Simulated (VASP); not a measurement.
# Ta16F (a cell with a defect) in VASP: further runs

The runs below take Ta16F (a cell with a defect) through single point, with PBE.

Everything below comes from runs of VASP 6.6.1. Logs are shortened: lines on timing, memory, paths and dates and some standing lists are left out, and cuts for length are marked.

### Step 1. The cell of the first run

The cell holds a defect, 17 atoms: a = 6.641 Å, b = 6.641 Å, c = 6.641 Å, α = 90.00°, β = 90.00°, γ = 90.00°.

### Step 2. Single point, PBE

The input, INCAR:

```
SYSTEM = Ta16F
PREC = Accurate
ENCUT = 520
EDIFF = 1E-7
ISMEAR = 1
SIGMA = 0.1
LREAL = Auto
LASPH = .TRUE.
NELM = 80
ALGO = Normal
ISIF = 2
LWAVE = .FALSE.
LCHARG = .TRUE.
GGA = PE
LELF = .TRUE.
LVHAR = .TRUE.
NBANDS = 106
```

The input, KPOINTS:

```
Automatic mesh
0
G
  3 3 3
  0 0 0
```

The input, POSCAR:

```
Ta16F
1.0
    6.6414755500      0.0000000000      0.0000000000
    0.0000000000      6.6414755500      0.0000000000
    0.0000000000      0.0000000000      6.6414755500
Ta F
16 1
Direct
    0.0071244710     -0.0067503072     -0.0005089231
    0.2501676002      0.2485640409      0.2524033985
    0.0095283043     -0.0113997258      0.4994801193
    0.2501740746      0.2486581465      0.7465902664
    0.0030012909      0.5038619769     -0.0004944684
    0.2503750842      0.7521418941      0.2493277266
    0.0146971858      0.5117764832      0.4994841847
    0.2503884848      0.7521733630      0.7496764781
    0.4928800799     -0.0072934094     -0.0005277442
    0.7497875980      0.2417265543      0.2029125892
    0.4903560926     -0.0119294273      0.4994786136
    0.7498570103      0.2418894699      0.7960636097
    0.4977460167      0.5035924585     -0.0005137413
    0.7503734618      0.7532344224      0.2486015325
    0.4861449802      0.5113398332      0.4994911108
    0.7504050813      0.7532741726      0.7503706010
    0.7509138538      0.3155854425      0.4994619005
```

Potentials or basis: VASP PAW PBE potentials, release 64 (Ta_pv, F).

On the command line:

```bash
$ cat potpaw_PBE.64/Ta_pv/POTCAR potpaw_PBE.64/F/POTCAR > POTCAR
$ mpirun -np 1 vasp_std > vasp.out
```

OUTCAR:

```text
SYSTEM = Ta16F
   PREC = Accurate
   ENCUT = 520
   EDIFF = 1E-7
   ISMEAR = 1
   LREAL = Auto
   LASPH = .TRUE.
   NELM = 80
   ISIF = 2
   GGA = PE

 ion  position               nearest neighbor table
   1  0.007  0.993  0.999-  10 2.73  12 2.73   8 2.82   6 2.82  16 2.86  14 2.86   2 2.88   4 2.88
                             9 3.23   5 3.25   3 3.32   3 3.32   5 3.39   9 3.42
   2  0.250  0.249  0.252-   7 2.86  15 2.86   3 2.87  11 2.87   1 2.88   9 2.88   5 2.90  13 2.90
                             4 3.28   6 3.30  10 3.33  10 3.34   6 3.34   4 3.36
   3  0.010  0.989  0.499-   6 2.79   8 2.79  16 2.86  14 2.86   2 2.87   4 2.87  10 3.11  12 3.11
                             7 3.17  11 3.19   1 3.32   1 3.32  11 3.45   7 3.47
   4  0.250  0.249  0.747-  15 2.86   7 2.86   3 2.87  11 2.87   1 2.88   9 2.88   5 2.90  13 2.90
                             2 3.28   8 3.30  12 3.34  12 3.34   8 3.34   2 3.36
   5  0.003  0.504  1.000-  12 2.77  10 2.77   6 2.86   8 2.86  14 2.88  16 2.88   4 2.90   2 2.90
                             1 3.25  13 3.29   7 3.32   7 3.32  13 3.36   1 3.39
   6  0.250  0.752  0.249-  11 2.78   7 2.79  15 2.79   3 2.79   9 2.81   1 2.82   5 2.86  13 2.86
                             2 3.30   8 3.32  14 3.32  14 3.32   8 3.32   2 3.34
   7  0.015  0.512  0.499-  17 2.18   6 2.79   8 2.79   4 2.86   2 2.86  14 2.90  16 2.90  15 3.13
                             3 3.17  12 3.19  10 3.19   5 3.32   5 3.32   3 3.47  15 3.51
   8  0.250  0.752  0.750-  11 2.78   7 2.79  15 2.79   3 2.79   9 2.81   1 2.82   5 2.86  13 2.86
                             4 3.30   6 3.32  16 3.32  16 3.32   6 3.32   4 3.34
   9  0.493  0.993  0.999-  10 2.73  12 2.73   8 2.81   6 2.81  16 2.86  14 2.86   2 2.88   4 2.88
                             1 3.23  13 3.25  11 3.32  11 3.32  13 3.39   1 3.42
  10  0.750  0.242  0.203-  17 2.03  12 2.70   1 2.73   9 2.73  13 2.77   5 2.77   3 3.11  11 3.11
                            15 3.19   7 3.19  14 3.26   2 3.33   2 3.34  14 3.41
  11  0.490  0.988  0.499-   6 2.78   8 2.78  14 2.86  16 2.86   2 2.87   4 2.87  10 3.11  12 3.11
                            15 3.17   3 3.19   9 3.32   9 3.32   3 3.45  15 3.48
  12  0.750  0.242  0.796-  17 2.03  10 2.70   1 2.73   9 2.73  13 2.77   5 2.77   3 3.11  11 3.11
                            15 3.19   7 3.19  16 3.26   4 3.34   4 3.34  16 3.41
  13  0.498  0.504  0.999-  12 2.77  10 2.77   8 2.86   6 2.86  14 2.88  16 2.88   4 2.90   2 2.90
                             9 3.25   5 3.29  15 3.32  15 3.32   5 3.36   9 3.39
  14  0.750  0.753  0.249-   3 2.86   1 2.86  11 2.86   9 2.86   5 2.88  13 2.88   7 2.90  15 2.90
                            10 3.26  16 3.31   6 3.32   6 3.32  16 3.33  10 3.41
  15  0.486  0.511  0.499-  17 2.19   6 2.79   8 2.79   4 2.86   2 2.86  14 2.90  16 2.90   7 3.13
                            11 3.17  12 3.19  10 3.19  13 3.32  13 3.32  11 3.48   7 3.51
  16  0.750  0.753  0.750-   3 2.86   1 2.86   9 2.86  11 2.86   5 2.88  13 2.88   7 2.90  15 2.90
                            12 3.26  14 3.31   8 3.32   8 3.32  14 3.33  12 3.41
  17  0.751  0.316  0.499-  10 2.03  12 2.03   7 2.18  15 2.19

  LATTYP: Found a simple cubic cell.
 ALAT       =     6.6414755500

  Lattice vectors:

 A1 = (   6.6414755500,   0.0000000000,   0.0000000000)
[... 166 lines left out ...]
   IMIX   =      4    mixing-type and parameters
     AMIX     =   0.40;   BMIX     =  1.00
     AMIX_MAG =   1.60;   BMIX_MAG =  1.00
  volume/ion in A,a.u.               =      17.23       116.29
  Fermi-wavevector in a.u.,A,eV,Ry     =   1.399460  2.644597 26.646866  1.958489
  Thomas-Fermi vector in A             =   2.522518
   LORBIT       =      0    0 simple, 1 ext, 2 COOP (PROOUT), +10 PAW based schemes
   GGA     = PE    functional components
   LHFCALC =     F    Hartree Fock is set to
   AEXX    =    0.0000 exact exchange contribution
   IVDW    =     0    specifies the selected vdW correction
   LEPSILON=     F    determine dielectric tensor
   LRPA    =     F    only Hartree local field effects (RPA)
 non-spin polarized calculation
 Methfessel and Paxton  Order N= 1 SIGMA  =   0.10
  energy-cutoff  :      520.00
  volume of cell :      292.95
 maximum number of plane-waves:      7893
 NGX is ok and might be reduce to    50
   NGX = 25   NGY = 25   NGZ = 25

 number of electron     182.9999971 magnetization

 Free energy of the ion-electron system (eV)
  ---------------------------------------------------
  ext. energy  EPLUGINS =         0.00000000
  ---------------------------------------------------
  free energy    TOTEN  =      -191.55636997 eV

  energy without entropy =     -191.56460383  energy(sigma->0) =     -191.55911459

 E-fermi :   5.6774     XC(G=0): -12.6322

 val. band max:        5.6672598299   @ k =  -0.3333   0.0000   0.3333
 cond. band min:       5.6843943161   @ k =  -0.3333   0.3333   0.0000
 fundamental gap:      0.0171344863
 Fermi energy:         5.6774336382

 k-point     1 :       0.0000    0.0000    0.0000
  band No.  band energies     occupation
      1     -29.3319      2.00000
      2     -28.7734      2.00000
      3     -28.7313      2.00000
      4     -28.6417      2.00000
      5     -28.6276      2.00000
      6     -28.6196      2.00000
[... 1473 lines left out ...]
    102       8.1965      0.00000
    103       8.2652      0.00000
 [bands above 103 left out]

------------------------ aborting loop because EDIFF is reached ----------------------------------------

  FORCE on cell =-STRESS in cart. coord.  units (eV):
  Direction    XX          YY          ZZ          XY          YZ          ZX
  --------------------------------------------------------------------------------------
  -------------------------------------------------------------------------------------
  Total       11.3437179     12.9682868     22.0758147      0.0450037      0.0073383      0.0031589
  in kB       62.0400681     70.9250179    120.7351118      0.2461305      0.0401343      0.0172766
  external PRESSURE =      84.5667326 kB  Pullay stress =       0.0000000 kB

 VOLUME and BASIS-vectors are now :
 -----------------------------------------------------------------------------
  energy-cutoff  :      520.00
  volume of cell :      292.95
      direct lattice vectors                 reciprocal lattice vectors
     6.641475550  0.000000000  0.000000000     0.150568950  0.000000000  0.000000000
     0.000000000  6.641475550  0.000000000     0.000000000  0.150568950  0.000000000
     0.000000000  0.000000000  6.641475550     0.000000000  0.000000000  0.150568950

 POSITION                                       TOTAL-FORCE (eV/Angst)
 -----------------------------------------------------------------------------------
      0.04732      6.59664      6.63810         0.030550      0.005178     -0.000255
      1.66148      1.65083      1.67633         0.001759      0.055366      0.010008
      0.06328      6.56576      3.31729         0.036316      0.003347      0.001569
      1.66152      1.65146      4.95846         0.001345      0.050331     -0.010677
      0.01993      3.34639      6.63819         0.021020      0.020469      0.000263
      1.66286      4.99533      1.65590        -0.011845     -0.001958      0.036817
[... 9 lines left out ...]
      4.98380      5.00285      4.98357        -0.010711     -0.013721     -0.030993
      4.98718      2.09595      3.31716        -0.003822     -0.406492      0.001299
 -----------------------------------------------------------------------------------
    total drift:                               -0.001761     -0.011964      0.003677

  FREE ENERGIE OF THE ION-ELECTRON SYSTEM (eV)
  ---------------------------------------------------
  free  energy   TOTEN  =      -191.5563699718 eV

  energy  without entropy=     -191.5646038321  energy(sigma->0) =     -191.55911459
```

OSZICAR:

```text
N       E                     dE             d eps       ncg     rms          rms(c)
DAV:   1     0.208554282810E+04    0.20855E+04   -0.10059E+05  2968   0.181E+03
DAV:   2    -0.539921998519E+02   -0.21395E+04   -0.20923E+04  3072   0.559E+02
DAV:   3    -0.195222363205E+03   -0.14123E+03   -0.13425E+03  3758   0.117E+02
DAV:   4    -0.200533300183E+03   -0.53109E+01   -0.51391E+01  3496   0.195E+01
[... 10 lines left out ...]
DAV:  15    -0.191556375920E+03   -0.77667E-06   -0.50067E-05  3568   0.359E-02    0.151E-02
DAV:  16    -0.191556372818E+03    0.31023E-05   -0.10414E-05  3592   0.166E-02    0.547E-03
DAV:  17    -0.191556370330E+03    0.24881E-05   -0.23095E-06  3680   0.684E-03    0.299E-03
DAV:  18    -0.191556369981E+03    0.34854E-06   -0.37378E-07  2592   0.319E-03    0.737E-04
DAV:  19    -0.191556369972E+03    0.96188E-08   -0.78856E-08  1856   0.141E-03
   1 F= -.19155637E+03 E0= -.19155911E+03  d E =0.823386E-02
```

Wall time 15 min (1 thread of Intel Xeon Platinum 8259CL at 2.50GHz (Skylake/Cascade Lake), shared host); peak memory 0.5 GiB.

Results:

```yaml
Free_energy: -191.5564 eV
Pressure: 8.5 GPa
Largest_force: 0.407 eV/Å
```

Forces in eV/Å, atoms in the order of the input:
```
Ta   0.031  0.005  0.000
Ta   0.002  0.055  0.010
Ta   0.036  0.003  0.002
Ta   0.001  0.050 -0.011
Ta   0.021  0.020  0.000
Ta  -0.012 -0.002  0.037
Ta  -0.118  0.030  0.001
Ta  -0.013 -0.003 -0.040
Ta  -0.005  0.033  0.000
Ta   0.014  0.066 -0.121
Ta  -0.009  0.023  0.002
Ta   0.011  0.057  0.119
Ta  -0.048  0.049  0.001
Ta  -0.009 -0.010  0.030
Ta   0.112  0.042  0.000
Ta  -0.011 -0.014 -0.031
F   -0.004 -0.406  0.001
```

Stress tensor (GPa, compression positive):
```
 6.20  0.02  0.00
 0.02  7.09  0.00
 0.00  0.00 12.07
```

Caveat: spin-orbit coupling is left out, which moves the levels of the heavy elements; an odd number of electrons without spin polarisation forces a metal; a magnetic or distorted state may lie lower.

### Step 3. Single point, PBE

The input, INCAR:

```
PREC     = Accurate       # precision mode
ENCUT    = 520            # plane-wave cutoff, eV
EDIFF    = 1E-6           # SCF threshold, eV
ISMEAR   = 1              # smearing method
SIGMA    = 0.1            # smearing width, eV
LREAL    = Auto         
LASPH    = T              # aspherical terms in the spheres
NELM     = 100            # most SCF steps
ALGO     = Normal         # electronic algorithm
ISIF     = 2              # what is computed and relaxed
LWAVE    = F              # write WAVECAR
LCHARG   = F              # write CHGCAR
GGA      = PE             # functional
NBANDS   = 106            # bands
```

The input, KPOINTS:

```
regular mesh
0
Gamma
  3 3 3
```

The input, POSCAR:

```
Ta16F
1.0
    6.6414755500      0.0000000000      0.0000000000
    0.0000000000      6.6414755500      0.0000000000
    0.0000000000      0.0000000000      6.6414755500
Ta F
16 1
Direct
    0.0004658603     -0.0035035889     -0.0005396391
    0.2502302369      0.2448389650      0.2469848737
    0.0011096932     -0.0046497197      0.4994781619
    0.2502448421      0.2449226814      0.7519189015
   -0.0026994001      0.5001280175     -0.0004919088
    0.2502495097      0.7556427728      0.2424950582
    0.0466748688      0.5070692461      0.4996100603
    0.2502684814      0.7557629268      0.7565636525
    0.5000027441     -0.0035385209     -0.0005426505
    0.7502325293      0.2369747488      0.2349161701
    0.4992816694     -0.0048045046      0.4994539203
    0.7502174724      0.2370867721      0.7640190740
    0.5031303623      0.4999318261     -0.0004891985
    0.7502670096      0.7602923420      0.2400627674
    0.4538280654      0.5066874032      0.4995584151
    0.7502716772      0.7604147545      0.7590838756
    0.7502895949      0.4321497502      0.4993412947
```

Potentials or basis: VASP PAW PBE potentials, release 64 (Ta_pv, F).

On the command line:

```bash
$ cat potpaw_PBE.64/Ta_pv/POTCAR potpaw_PBE.64/F/POTCAR > POTCAR
$ mpirun -np 1 vasp_std > vasp.out
```

Wall time 23 min (1 thread of Intel Xeon Platinum 8175M at 2.50GHz (Skylake/Cascade Lake), shared host); peak memory 0.51 GiB.

Results (log left out):

```
Free energy   : -191.5533 eV
Pressure      : 8.5 GPa
Largest force : 0.412 eV/Å
```

Forces in eV/Å, atoms in the order of the input:
```
Ta  -0.034 -0.002  0.003
Ta  -0.004 -0.026 -0.039
Ta  -0.026  0.009  0.001
Ta  -0.003 -0.034  0.046
Ta  -0.008 -0.054  0.000
Ta   0.001 -0.020 -0.029
Ta   0.129 -0.069 -0.004
Ta   0.002 -0.026  0.025
Ta   0.036 -0.007  0.004
Ta   0.000 -0.035  0.122
Ta   0.036  0.021  0.002
Ta   0.001 -0.039 -0.123
Ta   0.014 -0.045  0.000
Ta  -0.004 -0.016 -0.034
Ta  -0.132 -0.050 -0.001
Ta  -0.004 -0.020  0.027
F   -0.003  0.412  0.000
```

Stress tensor (GPa, compression positive):
```
12.02  0.01  0.00
 0.01  7.13  0.01
 0.00  0.01  6.22
```

Levels at points of the mesh, in eV from the Fermi level:
```tsv
k point	band 88	band 89	band 90	band 91	band 92	band 93	band 94	band 95
(0.00, 0.00, 0.00)	0.53	0.67	0.75	0.90	0.97	1.05	1.11	1.19
```

Caveat: spin-orbit coupling is left out, which moves the levels of the heavy elements; an odd number of electrons without spin polarisation forces a metal; a magnetic or distorted state may lie lower.
